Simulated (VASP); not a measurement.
# Mo (Im-3m) in VASP: further runs

Mo is run at these levels: PBEsol; tasks: single point, relaxation of cell and atoms.

Program: VASP 6.6.1. These are calculated values, not measurements. Logs are shortened: lines on timing, memory, paths and dates and some standing lists are left out, and cuts for length are marked.

## Step 1: The cell of the first run

Symmetry: Im-3m, No. 229, cubic system. Conventional cell: a = 3.129 Å, b = 3.129 Å, c = 3.129 Å, α = 90.00°, β = 90.00°, γ = 90.00°. Within 3.6 Å of Mo (site symmetry m-3m) lie 14 Mo at 2.71 to 3.13 Å.

## Step 2: Single point, PBEsol

The input, INCAR:

```
PREC = Accurate
ENCUT = 520
EDIFF = 1E-7
ISMEAR = 0
SIGMA = 0.1
LREAL = F
LASPH = T
NELM = 60
ALGO = Normal
ISIF = 2
LWAVE = F
LCHARG = T
GGA = PS
LELF = T
LVHAR = T
NBANDS = 13
```

The input, KPOINTS:

```
regular mesh
0
Gamma
  18 18 18
```

The input, POSCAR:

```
Mo
1.0
   -1.5646534271      1.5646534271      1.5646534271
    1.5646534271     -1.5646534271      1.5646534271
    1.5646534271      1.5646534271     -1.5646534271
Mo
1
Direct
    0.0000000000      0.0000000000      0.0000000000
```

Potentials or basis: VASP PAW PBE potentials, release 64 (Mo_sv).

Command:

```sh
> cat potpaw_PBE.64/Mo_sv/POTCAR > POTCAR
> mpirun -np 1 vasp_std > vasp.out
```

OUTCAR:

```text
PREC = Accurate
   ENCUT = 520
   EDIFF = 1E-7
   ISMEAR = 0
   LREAL = F
   LASPH = T
   NELM = 60
   ISIF = 2
   GGA = PS

 ion  position               nearest neighbor table
   1  0.000  0.000  0.000-

  LATTYP: Found a body centered cubic cell.
 ALAT       =     3.1293068542

  Lattice vectors:

 A1 = (  -1.5646534271,   1.5646534271,   1.5646534271)
 A2 = (   1.5646534271,  -1.5646534271,   1.5646534271)
 A3 = (   1.5646534271,   1.5646534271,  -1.5646534271)

Analysis of symmetry for initial positions (statically):
=====================================================================
 Subroutine PRICEL returns:
 Original cell was already a primitive cell.

 Routine SETGRP: Setting up the symmetry group for a
 body centered cubic supercell.

 Subroutine GETGRP returns: Found 48 space group operations
 (whereof 48 operations were pure point group operations)
 out of a pool of 48 trial point group operations.

The static configuration has the point symmetry O_h .

Analysis of symmetry for dynamics (positions and initial velocities):
=====================================================================
 Subroutine PRICEL returns:
 Original cell was already a primitive cell.

 Routine SETGRP: Setting up the symmetry group for a
 body centered cubic supercell.

 Subroutine GETGRP returns: Found 48 space group operations
 (whereof 48 operations were pure point group operations)
 out of a pool of 48 trial point group operations.

The dynamic configuration has the point symmetry O_h .

 Subroutine INISYM returns: Found 48 space group operations
 (whereof 48 operations are pure point group operations),
 and found     1 'primitive' translations

----------------------------------------------------------------------------------------

                                     Primitive cell

  volume of cell :      15.3220

  direct lattice vectors                    reciprocal lattice vectors
    -1.564653427  1.564653427  1.564653427     0.000000000  0.319559585  0.319559585
     1.564653427 -1.564653427  1.564653427     0.319559585  0.000000000  0.319559585
     1.564653427  1.564653427 -1.564653427     0.319559585  0.319559585  0.000000000

  length of vectors
     2.710059232  2.710059232  2.710059232     0.451925499  0.451925499  0.451925499

  position of ions in fractional coordinates (direct lattice)
     0.000000000  0.000000000  0.000000000

  ion indices of the primitive-cell ions
   primitive index   ion index
                 1           1

----------------------------------------------------------------------------------------

 KPOINTS: regular mesh

Automatic generation of k-mesh.
 Grid dimensions read from file:
 generate k-points for:   18   18   18

 Generating k-lattice:

  Cartesian coordinates                     Fractional coordinates (reciprocal lattice)
     0.000000000  0.017753310  0.017753310     0.055555556  0.000000000  0.000000000
     0.017753310  0.000000000  0.017753310     0.000000000  0.055555556  0.000000000
     0.017753310  0.017753310  0.000000000     0.000000000  0.000000000  0.055555556

  Length of vectors
     0.025106972  0.025106972  0.025106972

  Shift w.r.t. Gamma in fractional coordinates (k-lattice)
     0.000000000  0.000000000  0.000000000

 Subroutine IBZKPT returns following result:
 ===========================================

 Found    195 irreducible k-points:

 Following reciprocal coordinates:
            Coordinates               Weight
  0.000000  0.000000  0.000000      1.000000
  0.055556  0.000000  0.000000     12.000000
  0.111111  0.000000  0.000000     12.000000
  0.166667  0.000000  0.000000     12.000000
  0.222222  0.000000  0.000000     12.000000
  0.277778  0.000000  0.000000     12.000000
[... 16 lines left out ...]
  0.333333  0.111111 -0.000000     48.000000
  0.388889  0.111111  0.000000     48.000000
 [... further k-points ...]
   k-points           NKPTS =    195   k-points in BZ     NKDIM =    195   number of bands    NBANDS=     13
   number of dos      NEDOS =    301   number of ions     NIONS =      1
   total plane-waves  NPLWV =   8000
   dimension x,y,z NGX =    20 NGY =   20 NGZ =   20
   dimension x,y,z NGXF=    40 NGYF=   40 NGZF=   40
   ions per type =               1
   NGX,Y,Z   is equivalent  to a cutoff of  12.27, 12.27, 12.27 a.u.
   NGXF,Y,Z  is equivalent  to a cutoff of  24.54, 24.54, 24.54 a.u.
 SYSTEM =  unknown system
   PREC   = accura    normal or accurate (medium, high low for compatibility)
   ISTART =      0    job   : 0-new  1-cont  2-samecut
   ICHARG =      2    charge: 1-file 2-atom 10-const
   ISPIN  =      1    spin polarized calculation?
   LNONCOLLINEAR =      F non collinear calculations
   LSORBIT =      F    spin-orbit coupling
   LASPH  =      T    aspherical Exc in radial PAW
   ENCUT  =  520.0 eV  38.22 Ry    6.18 a.u.   5.04  5.04  5.04*2*pi/ulx,y,z
   NELM   =     60;   NELMIN=  2; NELMDL= -5     # of ELM steps
   EDIFF  = 0.1E-06   stopping-criterion for ELM
   LREAL  =      F    real-space projection
   EDIFFG = 0.1E-05   stopping-criterion for IOM
   NSW    =      0    number of steps for IOM
   IBRION =     -1    ionic relax: 0-MD 1-quasi-New 2-CG
   NFREE  =      0    steps in history (QN), initial steepest desc. (CG)
   ISIF   =      2    stress and relaxation
   ISYM   =      2    0-nonsym 1-usesym 2-fastsym
   POTIM  = 0.5000    time-step for ionic-motion
   TEBEG  =    0.0;   TEEND  =   0.0 temperature during run
   PSTRESS=    0.0 pullay stress
   NELECT =      14.0000    total number of electrons
   NUPDOWN=      -1.0000    fix difference up-down
   EMIN   =  10.00;   EMAX   =-10.00  energy-range for DOS
   EFERMI =   0.00;   METHOD = LEGACY
   ISMEAR =     0;   SIGMA  =   0.10  broadening in eV -4-tet -1-fermi 0-gaus
   EFERMI_NEDOS =   21; number of points for ismear=-14 and -15
   IALGO  =     38    algorithm
   IMIX   =      4    mixing-type and parameters
     AMIX     =   0.40;   BMIX     =  1.00
     AMIX_MAG =   1.60;   BMIX_MAG =  1.00
  volume/ion in A,a.u.               =      15.32       103.40
  Fermi-wavevector in a.u.,A,eV,Ry     =   1.588593  3.002006 34.336047  2.523628
  Thomas-Fermi vector in A             =   2.687573
   LORBIT       =      0    0 simple, 1 ext, 2 COOP (PROOUT), +10 PAW based schemes
   GGA     = PS    functional components
   LHFCALC =     F    Hartree Fock is set to
   AEXX    =    0.0000 exact exchange contribution
   IVDW    =     0    specifies the selected vdW correction
   LEPSILON=     F    determine dielectric tensor
   LRPA    =     F    only Hartree local field effects (RPA)
 non-spin polarized calculation
 Gauss-broadening in eV      SIGMA  =   0.10
  energy-cutoff  :      520.00
  volume of cell :       15.32
 maximum number of plane-waves:       426
   NGX =  9   NGY =  9   NGZ =  9

 number of electron      13.9999998 magnetization

 Free energy of the ion-electron system (eV)
  ---------------------------------------------------
  ext. energy  EPLUGINS =         0.00000000
  ---------------------------------------------------
  free energy    TOTEN  =       -11.77799002 eV

  energy without entropy =      -11.77567683  energy(sigma->0) =      -11.77683343

 E-fermi :  12.8087     XC(G=0): -13.6420

 val. band max:       12.8072739834   @ k =  -0.3889   0.4444   0.2778
 cond. band min:      12.8131431234   @ k =   0.3889   0.1111   0.0000
 fundamental gap:      0.0058691400
 Fermi energy:        12.8087015264

 k-point     1 :       0.0000    0.0000    0.0000
  band No.  band energies     occupation
      1     -48.4074      2.00000
      2     -21.6467      2.00000
      3     -21.6467      2.00000
      4     -21.6467      2.00000
      5       5.4387      2.00000
      6      11.3836      2.00000
      7      11.3836      2.00000
      8      11.3836      2.00000
      9      14.4733      0.00000
     10      14.4733      0.00000
     11      27.6265      0.00000
     12      27.6265      0.00000
     13      27.6265      0.00000

 k-point     2 :       0.0556    0.0000    0.0000
  band No.  band energies     occupation
      1     -48.3990      2.00000
      2     -21.6955      2.00000
      3     -21.6616      2.00000
      4     -21.6471      2.00000
      5       5.5794      2.00000
      6      11.3030      2.00000
      7      11.3706      2.00000
      8      11.5158      2.00000
      9      14.3519      0.00000
     10      14.4750      0.00000
     11      27.7351      0.00000
     12      27.8640      0.00000
     13      27.9162      0.00000

 k-point     3 :       0.1111    0.0000    0.0000
  band No.  band energies     occupation
      1     -48.3744      2.00000
      2     -21.8344      2.00000
      3     -21.7045      2.00000
      4     -21.6482      2.00000
      5       5.9806      2.00000
      6      11.0794      2.00000
      7      11.3132      2.00000
      8      11.9075      2.00000
      9      14.0861      0.00000
     10      14.4857      0.00000
     11      27.9976      0.00000
     12      28.5560      0.00000
     13      28.6414      0.00000
[... 305 lines left out ...]
 k-point    23 :       0.3333    0.1111   -0.0000
  band No.  band energies     occupation
      1     -48.1424      2.00000
      2     -22.9519      2.00000
      3     -22.1165      2.00000
      4     -21.7231      2.00000
      5       7.8880      2.00000
      6       9.5757      2.00000
      7      12.1676      2.00000
      8      14.2652      0.00000
      9      15.3023      0.00000
     10      17.4525      0.00000
     11      25.6322      0.00000
     12      26.4162      0.00000
     13      30.9548      0.00000

 k-point    24 :       0.3889    0.1111    0.0000
  band No.  band energies     occupation
      1     -48.1182      2.00000
      2     -23.0561      2.00000
      3     -22.1662      2.00000
      4     -21.7254      2.00000
      5       7.7421      2.00000
      6       9.4454      2.00000
      7      12.8131      0.94991
      8      14.3895      0.00000
      9      15.5677      0.00000
     10      18.3555      0.00000
     11      24.7539      0.00000
     12      25.6560      0.00000
     13      30.0144      0.00000

 [... further k-points ...]
[... 5 lines left out ...]
  --------------------------------------------------------------------------------------
  -------------------------------------------------------------------------------------
  Total        0.0529892      0.0529892      0.0529892      0.0000000      0.0000000      0.0000000
  in kB        5.5409365      5.5409365      5.5409365      0.0000000      0.0000000      0.0000000
  external PRESSURE =       5.5409365 kB  Pullay stress =       0.0000000 kB

 VOLUME and BASIS-vectors are now :
 -----------------------------------------------------------------------------
  energy-cutoff  :      520.00
  volume of cell :       15.32
      direct lattice vectors                 reciprocal lattice vectors
    -1.564653427  1.564653427  1.564653427     0.000000000  0.319559585  0.319559585
     1.564653427 -1.564653427  1.564653427     0.319559585  0.000000000  0.319559585
     1.564653427  1.564653427 -1.564653427     0.319559585  0.319559585  0.000000000

 POSITION                                       TOTAL-FORCE (eV/Angst)
 -----------------------------------------------------------------------------------
      0.00000      0.00000      0.00000         0.000000      0.000000      0.000000
 -----------------------------------------------------------------------------------
    total drift:                                0.000000      0.000000      0.000000

  FREE ENERGIE OF THE ION-ELECTRON SYSTEM (eV)
  ---------------------------------------------------
  free  energy   TOTEN  =       -11.7779900248 eV

  energy  without entropy=      -11.7756768307  energy(sigma->0) =      -11.77683343
```

It took 17 s on 1 thread of Intel Xeon Platinum 8488C (Sapphire Rapids), shared host; peak memory 0.15 GiB.

What came out:

```yaml
Free_energy: -11.7780 eV
Pressure: 0.6 GPa
Band_gap_on_the_k_mesh: zero (band 7 reaches 16.92 eV, above the bottom of band 8 at 11.38 eV)
```

Caveat: the PAW data sets were made with another functional, which shifts forces and pressure a little.

## Step 3: Relaxation of cell and atoms, PBEsol

This run uses another cell than the first one, of 15.51 Å³/atom, 1.012 times its volume.

The input, INCAR:

```
ALGO = Fast ; EDIFF = 1E-7
EDIFFG = -0.005 ; ENCUT = 600
GGA = PS ; IBRION = 2
ISIF = 3 ; ISMEAR = 0
LASPH = T ; LCHARG = F
LREAL = F ; LWAVE = F
NELM = 80 ; NSW = 100
PREC = Accurate ; SIGMA = 0.1
```

The input, KPOINTS:

```
k-points
0
Gamma
  18 18 18
```

The input, POSCAR:

```
Mo
1.0
   -1.5710000000      1.5710000000      1.5710000000
    1.5710000000     -1.5710000000      1.5710000000
    1.5710000000      1.5710000000     -1.5710000000
Mo
1
Direct
    0.0000000000      0.0000000000      0.0000000000
```

Potentials or basis: VASP PAW PBE potentials, release 64 (Mo_sv).

Command:

```sh
> cat potpaw_PBE.64/Mo_sv/POTCAR > POTCAR
> mpirun -np 1 vasp_std > vasp.out
```

Wall time 47 s (1 thread of Intel Xeon Platinum 8488C (Sapphire Rapids), shared host); peak memory 0.18 GiB.

Results (log left out):

| Item | Value |
| --- | --- |
| Free energy | -11.7784 eV |
| Relaxed volume | 15.35 Å³/atom |
| Relaxed cell | a = 2.712 Å, b = 2.712 Å, c = 2.712 Å, α = 109.47°, β = 109.47°, γ = 109.47° |
| Space group after relaxing (to 0.05 Å) | Im-3m (No. 229) |
| Energy gained by relaxing | 1.5 meV/atom |
| Ionic steps | 3 |
| Pressure after relaxing | 0.0 GPa |
| Band gap on the k mesh | zero (band 7 reaches 16.88 eV, above the bottom of band 8 at 11.36 eV) |

The path:
| step | energy change (eV) | largest force (eV/Å) | pressure (GPa) | volume (Å³) |
| --- | --- | --- | --- | --- |
| 1 | 0.0000 | 0.0000 | -2.90 | 15.51 |
| 2 | 0.0113 | 0.0000 | 9.25 | 14.89 |
| 3 | -0.0015 | 0.0000 | 0.00 | 15.35 |

Final structure:
```cif
data_structure
_symmetry_space_group_name_H-M 'P 1'
_symmetry_Int_Tables_number 1
_cell_length_a 2.7115
_cell_length_b 2.7115
_cell_length_c 2.7115
_cell_angle_alpha 109.471
_cell_angle_beta 109.471
_cell_angle_gamma 109.471
_cell_volume 15.35
loop_
_atom_site_label
_atom_site_type_symbol
_atom_site_fract_x
_atom_site_fract_y
_atom_site_fract_z
_atom_site_occupancy
Mo1 Mo 0.00000 0.00000 0.00000 1
```

Levels at points of the mesh, in eV from the Fermi level:
| k point | band 4 | band 5 | band 6 | band 7 | band 8 | band 9 | band 10 | band 11 |
| --- | --- | --- | --- | --- | --- | --- | --- | --- |
| (0.00, 0.00, 0.00) | -34.46 | -7.36 | -1.42 | -1.42 | -1.42 | 1.66 | 1.66 | 14.82 |
| (0.50, 0.00, 0.00) | -34.47 | -5.48 | -3.52 | 1.66 | 1.71 | 2.35 | 4.89 | 11.95 |
| (0.50, 0.50, 0.50) | -35.49 | -5.63 | -5.63 | 4.10 | 4.10 | 4.10 | 9.15 | 9.15 |

Caveat: the PAW data sets were made with another functional, which shifts forces and pressure a little.

(Part 1 of 2 ends here.)
